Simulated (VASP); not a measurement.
# ZnSe: single point with PBE

Crystal: ZnSe.

```
Zn Se
1.0
     0.00000    2.83242    2.83242
     2.83242    0.00000    2.83242
     2.83242    2.83242    0.00000
Zn Se
1 1
Direct
  0.00000 0.00000 0.00000
  0.25000 0.25000 0.25000
```

```
Program                : VASP 6.6.1
Task                   : single point
Functional             : PBE
Potentials or basis    : VASP PAW PBE potentials, release 64 (Zn, Se)
Cutoff                 : 520 eV
k mesh                 : 8 × 8 × 8
Occupations            : fermi-dirac, width 0.02 eV
Spin                   : no spin polarisation
Dipole correction      : no
Further INCAR settings : ALGO = Normal; EDIFF = 1e-06; NBANDS = 16
```

```yaml
Pressure: 2.4 GPa
Band_gap_on_the_k_mesh: 1.30 eV
```

Levels at points of the mesh, in eV from the valence-band top:
```csv
k point,band 7,band 8,band 9,band 10,band 11,band 12
"(0.00, 0.00, 0.00)",0.00,0.00,0.00,1.30,5.80,5.80
"(0.50, 0.00, 0.00)",-5.24,-0.87,-0.87,2.55,6.38,6.38
"(0.50, 0.50, 0.00)",-4.76,-2.19,-2.19,2.98,3.46,10.75
```

Run time: 41 s on 1 thread of Intel Xeon 8259CL (shared host), peak memory 0.18 GiB.

A hybrid or GW would open this gap; PBE tends to underestimate it.
